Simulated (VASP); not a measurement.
**Ta: single point with PBEsol**

Crystal: Ta.

```
Ta
1.0
     0.00000    2.08827    2.08827
     2.08827    0.00000    2.08827
     2.08827    2.08827    0.00000
Ta
1
Cartesian
  0.0000 0.0000 0.0000
```

```
Program                : VASP 6.6.1
Task                   : single point
Functional             : PBEsol
Potentials or basis    : VASP PAW PBE potentials, release 64 (Ta_pv)
Cutoff                 : 520 eV
k mesh                 : 17 × 17 × 17
Occupations            : fermi-dirac, width 0.08 eV
Spin                   : no spin polarisation
Dipole correction      : no
Further INCAR settings : ALGO = Normal; EDIFF = 1e-07; NBANDS = 12
```

* Pressure: 0.1 GPa

Levels at points of the mesh, in eV from the Fermi level:
| k point | band 2 | band 3 | band 4 | band 5 | band 6 | band 7 | band 8 | band 9 |
| --- | --- | --- | --- | --- | --- | --- | --- | --- |
| (0.00, 0.00, 0.00) | -33.47 | -33.47 | -8.28 | 0.42 | 0.42 | 0.42 | 3.53 | 3.53 |

It took 11 s on 1 thread of Intel(R) Xeon(R) 6975P-C (Granite Rapids) (shared host), peak memory 0.16 GiB.

Caveat: the PAW data sets were made with another functional, which shifts forces and pressure a little; spin-orbit coupling is left out, which moves the levels of the heavy elements.
